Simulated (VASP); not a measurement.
Write the native input for VASP 6.6.1 that does the following.

| Property | Result |
| --- | --- |
| Task | single point |
| Functional | PBEsol |
| Potentials or basis | VASP PAW PBE potentials, release 64 (Li_sv, H) |
| Cutoff | 520 eV |
| k mesh | 14 × 14 × 14 |
| Occupations | fermi-dirac, width 0.05 eV |
| Spin | no spin polarisation |
| Dipole correction | no |
| Further INCAR settings | ALGO = Normal; EDIFF = 1e-06; NBANDS = 9 |

The structure of LiH lies in POSCAR:

```
LiH
1.0
    1.9903724907      1.9903724907      0.0000000000
   -1.9903724907      1.9903724907      0.0000000000
    0.0000000000      1.9903724907      1.9903724907
Li H
1 1
Direct
    0.0000000000      0.0000000000      0.0000000000
    0.5000000000      0.5000000000      0.0000000000
```

These files were run (other wordings do the same):

INCAR

```
ALGO = Normal
EDIFF = 1E-6
ENCUT = 520
GGA = PS
ISIF = 2
ISMEAR = -1
LASPH = T
LCHARG = F
LREAL = F
LWAVE = F
NBANDS = 9
NELM = 80
PREC = Accurate
SIGMA = 0.05
```

KPOINTS

```
k-points
0
Gamma
  14 14 14
```

Potentials or basis: VASP PAW PBE potentials, release 64 (Li_sv, H).

The run is started by

```bash
$ cat potpaw_PBE.64/Li_sv/POTCAR potpaw_PBE.64/H/POTCAR > POTCAR
$ mpirun -np 1 vasp_std > vasp.out
```

It gave:

- Band gap on the k mesh: 2.73 eV, direct

Wall time 11 s on 1 thread of Intel(R) Xeon(R) Platinum 8259CL CPU @ 2.50GHz (Skylake/Cascade Lake), with other jobs on the host, peak memory 0.14 GiB.
